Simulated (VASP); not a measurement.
# F (Fm-3m) in VASP: a series of runs

F is run at these levels: PBEsol; tasks: single point.

All numbers are computed with VASP 6.6.1; they aren't measurements. Logs are shortened: lines on timing, memory, paths and dates and some standing lists are left out, and cuts for length are marked.

### Step 1. The cell of the first run

It takes space group Fm-3m (No. 225, cubic). Conventional cell: a = 2.813 Å, b = 2.813 Å, c = 2.813 Å, α = 90.00°, β = 90.00°, γ = 90.00°. F (site symmetry m-3m) has 12 F at 1.99 Å within 2.6 Å.

### Step 2. Single point, PBEsol (5.57 Å³/atom)

Input file INCAR:

```
SYSTEM = F
PREC = Accurate
ENCUT = 600
EDIFF = 1E-6
ISMEAR = -1
SIGMA = 0.08
LREAL = .FALSE.
LASPH = .TRUE.
NELM = 120
ALGO = Normal
ISIF = 2
LWAVE = .FALSE.
LCHARG = .FALSE.
GGA = PS
NBANDS = 10
GGA_COMPAT = .FALSE.
```

Input file KPOINTS:

```
regular mesh
0
G
  21 21 21
  0 0 0
```

Input file POSCAR:

```
F
1.0
    0.0000000000      1.4065317112      1.4065317112
    1.4065317112      0.0000000000      1.4065317112
    1.4065317112      1.4065317112      0.0000000000
F
1
Direct
    0.0000000000      0.0000000000      0.0000000000
```

Potentials or basis: VASP PAW PBE potentials, release 64 (F).

Started as:

```console
$ cat potpaw_PBE.64/F/POTCAR > POTCAR
$ mpirun -np 1 vasp_std > vasp.out
```

OUTCAR:

```text
SYSTEM = F
   PREC = Accurate
   ENCUT = 600
   EDIFF = 1E-6
   ISMEAR = -1
   LREAL = .FALSE.
   LASPH = .TRUE.
   NELM = 120
   ISIF = 2
   GGA = PS

 ion  position               nearest neighbor table
   1  0.000  0.000  0.000-

  LATTYP: Found a face centered cubic cell.
 ALAT       =     2.8130634224

  Lattice vectors:

 A1 = (   0.0000000000,   1.4065317112,   1.4065317112)
 A2 = (   1.4065317112,   0.0000000000,   1.4065317112)
 A3 = (   1.4065317112,   1.4065317112,   0.0000000000)

Analysis of symmetry for initial positions (statically):
=====================================================================
 Subroutine PRICEL returns:
 Original cell was already a primitive cell.

 Routine SETGRP: Setting up the symmetry group for a
 face centered cubic supercell.

 Subroutine GETGRP returns: Found 48 space group operations
 (whereof 48 operations were pure point group operations)
 out of a pool of 48 trial point group operations.

The static configuration has the point symmetry O_h .

Analysis of symmetry for dynamics (positions and initial velocities):
=====================================================================
 Subroutine PRICEL returns:
 Original cell was already a primitive cell.

 Routine SETGRP: Setting up the symmetry group for a
 face centered cubic supercell.

 Subroutine GETGRP returns: Found 48 space group operations
 (whereof 48 operations were pure point group operations)
 out of a pool of 48 trial point group operations.

The dynamic configuration has the point symmetry O_h .

 Subroutine INISYM returns: Found 48 space group operations
 (whereof 48 operations are pure point group operations),
 and found     1 'primitive' translations

----------------------------------------------------------------------------------------

                                     Primitive cell

  volume of cell :       5.5652

  direct lattice vectors                    reciprocal lattice vectors
     0.000000000  1.406531711  1.406531711    -0.355484342  0.355484342  0.355484342
     1.406531711  0.000000000  1.406531711     0.355484342 -0.355484342  0.355484342
     1.406531711  1.406531711  0.000000000     0.355484342  0.355484342 -0.355484342

  length of vectors
     1.989136222  1.989136222  1.989136222     0.615716942  0.615716942  0.615716942

  position of ions in fractional coordinates (direct lattice)
     0.000000000  0.000000000  0.000000000

  ion indices of the primitive-cell ions
   primitive index   ion index
                 1           1

----------------------------------------------------------------------------------------

 KPOINTS: regular mesh

Automatic generation of k-mesh.
 Grid dimensions read from file:
 generate k-points for:   21   21   21

 Generating k-lattice:

  Cartesian coordinates                     Fractional coordinates (reciprocal lattice)
    -0.016927826  0.016927826  0.016927826     0.047619048  0.000000000  0.000000000
     0.016927826 -0.016927826  0.016927826     0.000000000  0.047619048  0.000000000
     0.016927826  0.016927826 -0.016927826     0.000000000  0.000000000  0.047619048

  Length of vectors
     0.029319854  0.029319854  0.029319854

  Shift w.r.t. Gamma in fractional coordinates (k-lattice)
     0.000000000  0.000000000  0.000000000

 Subroutine IBZKPT returns following result:
 ===========================================

 Found    286 irreducible k-points:

 Following reciprocal coordinates:
            Coordinates               Weight
  0.000000  0.000000  0.000000      1.000000
  0.047619  0.000000  0.000000      8.000000
  0.095238  0.000000  0.000000      8.000000
  0.142857  0.000000  0.000000      8.000000
  0.190476  0.000000  0.000000      8.000000
  0.238095  0.000000  0.000000      8.000000
[... 16 lines left out ...]
 -0.428571  0.047619  0.000000     24.000000
 -0.380952  0.047619  0.000000     24.000000
 [... further k-points ...]
   k-points           NKPTS =    286   k-points in BZ     NKDIM =    286   number of bands    NBANDS=     10
   number of dos      NEDOS =    301   number of ions     NIONS =      1
   total plane-waves  NPLWV =   4096
   dimension x,y,z NGX =    16 NGY =   16 NGZ =   16
   dimension x,y,z NGXF=    32 NGYF=   32 NGZF=   32
   ions per type =               1
   NGX,Y,Z   is equivalent  to a cutoff of  13.37, 13.37, 13.37 a.u.
   NGXF,Y,Z  is equivalent  to a cutoff of  26.74, 26.74, 26.74 a.u.
 SYSTEM =  F
   PREC   = accura    normal or accurate (medium, high low for compatibility)
   ISTART =      0    job   : 0-new  1-cont  2-samecut
   ICHARG =      2    charge: 1-file 2-atom 10-const
   ISPIN  =      1    spin polarized calculation?
   LNONCOLLINEAR =      F non collinear calculations
   LSORBIT =      F    spin-orbit coupling
   LASPH  =      T    aspherical Exc in radial PAW
   ENCUT  =  600.0 eV  44.10 Ry    6.64 a.u.   3.97  3.97  3.97*2*pi/ulx,y,z
   NELM   =    120;   NELMIN=  2; NELMDL= -5     # of ELM steps
   EDIFF  = 0.1E-05   stopping-criterion for ELM
   LREAL  =      F    real-space projection
   EDIFFG = 0.1E-04   stopping-criterion for IOM
   NSW    =      0    number of steps for IOM
   IBRION =     -1    ionic relax: 0-MD 1-quasi-New 2-CG
   NFREE  =      0    steps in history (QN), initial steepest desc. (CG)
   ISIF   =      2    stress and relaxation
   ISYM   =      2    0-nonsym 1-usesym 2-fastsym
   POTIM  = 0.5000    time-step for ionic-motion
   TEBEG  =    0.0;   TEEND  =   0.0 temperature during run
   PSTRESS=    0.0 pullay stress
   NELECT =       7.0000    total number of electrons
   NUPDOWN=      -1.0000    fix difference up-down
   EMIN   =  10.00;   EMAX   =-10.00  energy-range for DOS
   EFERMI =   0.00;   METHOD = LEGACY
   ISMEAR =    -1;   SIGMA  =   0.08  broadening in eV -4-tet -1-fermi 0-gaus
   EFERMI_NEDOS =   21; number of points for ismear=-14 and -15
   IALGO  =     38    algorithm
   IMIX   =      4    mixing-type and parameters
     AMIX     =   0.40;   BMIX     =  1.00
     AMIX_MAG =   1.60;   BMIX_MAG =  1.00
  volume/ion in A,a.u.               =       5.57        37.56
  Fermi-wavevector in a.u.,A,eV,Ry     =   1.767182  3.339490 42.490080  3.122933
  Thomas-Fermi vector in A             =   2.834618
   LORBIT       =      0    0 simple, 1 ext, 2 COOP (PROOUT), +10 PAW based schemes
   GGA     = PS    functional components
   LHFCALC =     F    Hartree Fock is set to
   AEXX    =    0.0000 exact exchange contribution
   IVDW    =     0    specifies the selected vdW correction
   LEPSILON=     F    determine dielectric tensor
   LRPA    =     F    only Hartree local field effects (RPA)
 non-spin polarized calculation
  energy-cutoff  :      600.00
  volume of cell :        5.57
 maximum number of plane-waves:       194
   NGX =  7   NGY =  7   NGZ =  7

 number of electron       7.0000008 magnetization

 Free energy of the ion-electron system (eV)
  ---------------------------------------------------
  ext. energy  EPLUGINS =         0.00000000
  ---------------------------------------------------
  free energy    TOTEN  =        -0.04296018 eV

  energy without entropy =       -0.02008129  energy(sigma->0) =       -0.03152073

 E-fermi :   3.9432     XC(G=0): -14.3162

 val. band max:        3.9289933896   @ k =   0.3810   0.0952   0.0476
 cond. band min:       3.9486486988   @ k =   0.2381   0.1905   0.0000
 fundamental gap:      0.0196553092
 Fermi energy:         3.9432146473

 k-point     1 :       0.0000    0.0000    0.0000
  band No.  band energies     occupation
      1     -23.6346      2.00000
      2       5.2987      0.00000
      3       5.2987      0.00000
      4       5.2987      0.00000
      5      25.7304      0.00000
      6      46.8747      0.00000
      7      46.8747      0.00000
      8      46.8747      0.00000
      9      52.3965      0.00000
     10      62.3142      0.00000

 k-point     2 :       0.0476    0.0000    0.0000
  band No.  band energies     occupation
      1     -23.5511      2.00000
      2       5.0663      0.00000
      3       5.2747      0.00000
      4       5.2747      0.00000
      5      25.8830      0.00000
      6      45.5324      0.00000
      7      46.9732      0.00000
      8      46.9732      0.00000
      9      53.8721      0.00000
     10      60.0398      0.00000

 k-point     3 :       0.0952    0.0000    0.0000
  band No.  band energies     occupation
      1     -23.3025      2.00000
      2       4.3967      0.00688
      3       5.2055      0.00000
      4       5.2055      0.00000
      5      26.3130      0.00000
      6      43.1991      0.00000
      7      47.2163      0.00000
      8      47.2163      0.00000
      9      56.0672      0.00000
     10      57.9123      0.00000

 k-point     4 :       0.1429    0.0000    0.0000
  band No.  band energies     occupation
      1     -22.8951      2.00000
      2       3.3608      1.99862
      3       5.0987      0.00000
      4       5.0987      0.00000
      5      26.9478      0.00000
      6      40.9284      0.00000
      7      47.4298      0.00000
      8      47.4298      0.00000
      9      56.0206      0.00000
     10      56.4427      0.00000
[... 222 lines left out ...]
 k-point    22 :      -0.4762    0.0476    0.0000
  band No.  band energies     occupation
      1     -18.0979      2.00000
      2      -5.4932      2.00000
      3       4.1113      0.21788
      4       4.2720      0.03228
      5      30.3277      0.00000
      6      33.7425      0.00000
      7      42.8461      0.00000
      8      43.8991      0.00000
      9      52.0385      0.00000
     10      66.5890      0.00000

 k-point    23 :      -0.4286    0.0476    0.0000
  band No.  band energies     occupation
      1     -18.3631      2.00000
      2      -5.0962      2.00000
      3       4.0947      0.26156
      4       4.3439      0.01327
      5      30.2879      0.00000
      6      33.8608      0.00000
      7      42.9847      0.00000
      8      44.0409      0.00000
      9      52.1370      0.00000
     10      64.2613      0.00000

 k-point    24 :      -0.3810    0.0476    0.0000
  band No.  band energies     occupation
      1     -18.9483      2.00000
      2      -4.1890      2.00000
      3       4.1240      0.18898
      4       4.4507      0.00351
      5      30.1511      0.00000
      6      34.1765      0.00000
      7      43.3090      0.00000
      8      44.4394      0.00000
      9      52.3867      0.00000
     10      61.5554      0.00000

 [... further k-points ...]

------------------------ aborting loop because EDIFF is reached ----------------------------------------

  FORCE on cell =-STRESS in cart. coord.  units (eV):
  Direction    XX          YY          ZZ          XY          YZ          ZX
  --------------------------------------------------------------------------------------
  -------------------------------------------------------------------------------------
  Total        4.5513949      4.5513949      4.5513949      0.0000000     -0.0000000      0.0000000
  in kB     1310.3174414   1310.3174414   1310.3174414      0.0000000     -0.0000000      0.0000000
  external PRESSURE =    1310.3174414 kB  Pullay stress =       0.0000000 kB

 VOLUME and BASIS-vectors are now :
 -----------------------------------------------------------------------------
  energy-cutoff  :      600.00
  volume of cell :        5.57
      direct lattice vectors                 reciprocal lattice vectors
     0.000000000  1.406531711  1.406531711    -0.355484342  0.355484342  0.355484342
     1.406531711  0.000000000  1.406531711     0.355484342 -0.355484342  0.355484342
     1.406531711  1.406531711  0.000000000     0.355484342  0.355484342 -0.355484342

 POSITION                                       TOTAL-FORCE (eV/Angst)
 -----------------------------------------------------------------------------------
      0.00000      0.00000      0.00000         0.000000      0.000000      0.000000
 -----------------------------------------------------------------------------------
    total drift:                                0.000000      0.000000      0.000000

  FREE ENERGIE OF THE ION-ELECTRON SYSTEM (eV)
  ---------------------------------------------------
  free  energy   TOTEN  =        -0.0429601756 eV

  energy  without entropy=       -0.0200812898  energy(sigma->0) =       -0.03152073
```

Wall time 14 s (1 thread of AMD EPYC 7R13 (Zen 3), shared host); peak memory 0.09 GiB.

Results:

```
Free energy            : -0.0430 eV
Pressure               : 131.0 GPa
Band gap on the k mesh : zero (an odd number of electrons rules out a gap without spin polarisation)
```

Levels at points of the mesh, in eV from the Fermi level:
| k point | band 1 | band 2 | band 3 | band 4 | band 5 | band 6 | band 7 | band 8 | band 9 |
| --- | --- | --- | --- | --- | --- | --- | --- | --- | --- |
| (0.00, 0.00, 0.00) | -27.58 | 1.36 | 1.36 | 1.36 | 21.79 | 42.93 | 42.93 | 42.93 | 48.45 |

Caveat: the cell stands under pressure; the PAW data sets were made with another functional, which shifts forces and pressure a little; an odd number of electrons without spin polarisation forces a metal; a magnetic or distorted state may lie lower.

### Step 3. Single point, PBEsol

This run uses another cell than the first one, of 5.59 Å³/atom.

Input file INCAR:

```
ALGO     = Normal         # electronic algorithm
EDIFF    = 1E-6           # SCF threshold, eV
ENCUT    = 600            # plane-wave cutoff, eV
GGA      = PS             # functional
GGA_COMPAT= F            
ISIF     = 2              # what is computed and relaxed
ISMEAR   = -1             # smearing method
LASPH    = T              # aspherical terms in the spheres
LCHARG   = F              # write CHGCAR
LREAL    = F              # projectors in reciprocal space
LWAVE    = F              # write WAVECAR
NBANDS   = 10             # bands
NELM     = 120            # most SCF steps
PREC     = Accurate       # precision mode
SIGMA    = 0.08           # smearing width, eV
```

Input file KPOINTS:

```
k-points
0
Gamma
  21 21 21
```

Input file POSCAR:

```
F
1.0
    0.0000000000      1.4083379687      1.4083379687
    1.4083379687      0.0000000000      1.4083379687
    1.4083379687      1.4083379687      0.0000000000
F
1
Direct
    0.0000000000      0.0000000000      0.0000000000
```

Potentials or basis: VASP PAW PBE potentials, release 64 (F).

Started as:

```console
$ cat potpaw_PBE.64/F/POTCAR > POTCAR
$ mpirun -np 1 vasp_std > vasp.out
```

Run time: 15 s. Hardware: 1 thread of AMD EPYC 7R13 (Zen 3), shared host; peak memory 0.08 GiB.

Results (log left out):

| Item | Value |
| --- | --- |
| Free energy | -0.0605 eV |
| Pressure | 128.8 GPa |
| Band gap on the k mesh | zero (an odd number of electrons rules out a gap without spin polarisation) |

Levels at points of the mesh, in eV from the Fermi level:
| k point | band 2 | band 3 | band 4 | band 5 | band 6 | band 7 |
| --- | --- | --- | --- | --- | --- | --- |
| (0.00, 0.00, 0.00) | 1.35 | 1.35 | 1.35 | 21.71 | 42.88 | 42.88 |

Caveat: the cell stands under pressure; the PAW data sets were made with another functional, which shifts forces and pressure a little; an odd number of electrons without spin polarisation forces a metal; a magnetic or distorted state may lie lower.
